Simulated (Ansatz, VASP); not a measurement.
## One calculation of HgI, two programs

Contents of INCAR:

```
SYSTEM = HgI
PREC = Accurate ; ENCUT = 520
EDIFF = 1E-7 ; ISMEAR = 0
SIGMA = 0.01 ; LREAL = .FALSE.
LASPH = .TRUE. ; NELM = 100
ALGO = Normal ; ISIF = 2
LWAVE = .FALSE. ; LCHARG = .TRUE.
GGA = PE ; LELF = .TRUE.
LVHAR = .TRUE. ; NBANDS = 27
```

Contents of KPOINTS:

```
regular mesh
0
G
  1 1 1
  0 0 0
```

Contents of POSCAR:

```
HgI
1.0
   14.2500000000      0.0000000000      0.0000000000
    0.0000000000      9.0000000000      0.0000000000
    0.0000000000      0.0000000000     12.4200000000
Hg I
2 2
Direct
    0.4998308800      0.5000000000      0.6376288200
    0.4998308800      0.5000000000      0.3712946900
    0.6838715800      0.5000000000      0.3623188400
    0.3157894700      0.5000000000      0.3623188400
```

Input for Ansatz:

```yaml
crystal:
  lattice:
    - [14.25, 0.0, 0.0]
    - [0.0, 9.0, 0.0]
    - [0.0, 0.0, 12.42]
  atoms:
    - { symbol: Hg, position: [0.49983088, 0.5, 0.63762882] }
    - { symbol: Hg, position: [0.49983088, 0.5, 0.37129469] }
    - { symbol: I, position: [0.68387158, 0.5, 0.36231884] }
    - { symbol: I, position: [0.31578947, 0.5, 0.36231884] }
basis:
  ecutwfc: 420
  ecutrho_ratio: 4
kpoints:
  mp_grid: { grid: [1, 1, 1] }
hamiltonian:
  xc: pbe
scf:
  occupations: { method: gaussian, width: 0.01 }
output:
  forces: true
  eigenvalues: true
  populations: true
```

Alike in both runs: task single point; functional PBE; k mesh 1 × 1 × 1; occupations gaussian, width 0.01 eV; no spin polarisation.

|  | VASP | Ansatz |
| --- | --- | --- |
| version | VASP 6.6.1 | Ansatz 0.2.0 |
| potentials or method | VASP PAW PBE potentials, release 64 (Hg, I), cutoff 520 eV | scalar-relativistic, plane waves, PAW |
| valence electrons in the cell | 38 | 74 |

|  | VASP | Ansatz | Ansatz less VASP |
| --- | --- | --- | --- |
| gap on the k mesh at the Fermi level (eV) | 2.96 | 2.96 | -0.001 |
| rms of the force components (eV/Å) | 0.050 | 0.068 | +0.0183 |

Atom by atom the forces differ by 0.020 eV/Å (rms over components). VASP's potentials hold 38 valence electrons a cell and Ansatz's 74, so a difference there can come from the potentials and not from the codes. Ansatz's warnings: structure snapped to symmetry.

Spin-orbit coupling is off throughout.
